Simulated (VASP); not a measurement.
ZnS4:

```xyz
5
Lattice="2.7200 -2.7200 0.0000 2.7200 2.7200 0.0000 -2.7195 0.0000 7.0321" Properties=species:S:1:pos:R:3 pbc="T T T"
Zn    0.0000    0.0000    0.0000
S     1.3604    1.3600    5.6819
S     2.0403    0.0054    4.2896
S     1.3601    1.3600    1.3502
S     0.6802    0.0054    2.7425
```

```yaml
Program: VASP 6.6.1
Task: relaxation of cell and atoms
Functional: PBE
Potentials_or_basis: VASP PAW PBE potentials, release 64 (Zn, S)
Cutoff: 600 eV
k_mesh: 4 × 4 × 3
Occupations: gaussian, width 0.2 eV
Spin: no spin polarisation
```

At the start: pressure 6.3 GPa; volume 20.81 Å³/atom.

Q: Where does the relaxation end?

A: Over 32 steps the energy falls by 274.6 meV/atom and the volume is 21.84 Å³/atom (+5.0 %); space group C2 (No. 5, to 0.05 Å).

The path:
| step | energy change (eV) | largest force (eV/Å) | pressure (GPa) | volume (Å³) |
| --- | --- | --- | --- | --- |
| 1 | 0.0000 | 2.0568 | 6.31 | 104.05 |
| 2 | -0.8154 | 1.1421 | -1.29 | 116.78 |
| 3 | -0.8515 | 0.9810 | -2.33 | 120.09 |
| 4 | -0.9737 | 1.6323 | 1.50 | 116.70 |
| 5 | -0.9855 | 1.0333 | 0.55 | 117.44 |
| 6 | -1.0727 | 0.4739 | 0.29 | 116.52 |
| 7 | -1.0738 | 0.3789 | 0.28 | 116.62 |
| 8 | -1.1118 | 0.3442 | -0.11 | 117.03 |
| 9 | -1.1864 | 0.5474 | -1.19 | 118.10 |
| 10 | -1.1471 | 1.3648 | -3.06 | 119.50 |
| 11 | -1.2027 | 0.7795 | -1.76 | 118.59 |
| 12 | -1.2223 | 0.6470 | -1.50 | 118.24 |
| 13 | -1.2638 | 0.3428 | -0.73 | 117.16 |
| 14 | -1.2650 | 0.8754 | 1.00 | 114.82 |
| 15 | -1.2789 | 0.3608 | 0.15 | 115.98 |
| 16 | -1.2864 | 0.2913 | 0.12 | 115.86 |
| 17 | -1.2998 | 0.2189 | 0.01 | 115.49 |
| 18 | -1.3011 | 0.2105 | -0.02 | 115.31 |
| 19 | -1.3075 | 0.2073 | 0.09 | 115.19 |
| 20 | -1.3151 | 0.2966 | 0.34 | 114.90 |
| 21 | -1.3216 | 0.1912 | 0.04 | 115.08 |
| 22 | -1.3292 | 0.1169 | -0.79 | 115.57 |
| 23 | -1.3365 | 0.0911 | -0.69 | 114.95 |
| 24 | -1.3496 | 0.2154 | -0.40 | 113.08 |
| 25 | -1.3506 | 0.3030 | -0.25 | 112.28 |
| 26 | -1.3599 | 0.1978 | -0.31 | 110.95 |
| 27 | -1.3610 | 0.1852 | -0.32 | 110.25 |
| 28 | -1.3665 | 0.1393 | 0.35 | 108.81 |
| 29 | -1.3666 | 0.1324 | 0.42 | 108.60 |
| 30 | -1.3700 | 0.0940 | 0.15 | 108.90 |
| 31 | -1.3708 | 0.1129 | -0.05 | 109.12 |
| 32 | -1.3729 | 0.0685 | 0.14 | 109.21 |

Final structure:
```yaml
crystal:
  lattice:
    - [3.17496, -2.40662, 0.15240]
    - [3.17496, 2.40662, 0.15240]
    - [-2.62796, 0.00000, 7.02048]
  atoms:
    - { symbol: Zn, position: [0.03898, 0.96103, 0.00000] }
    - { symbol: S, position: [0.44036, 0.00860, 0.82154] }
    - { symbol: S, position: [0.66151, 0.63425, 0.59253] }
    - { symbol: S, position: [0.99140, 0.55964, 0.17846] }
    - { symbol: S, position: [0.36575, 0.33849, 0.40747] }
```

Caveat: the k points lie up to 0.42 Å⁻¹ apart in the final cell; the relaxation stopped at a loose force limit of 0.08 eV/Å, so its end isn't a converged minimum.
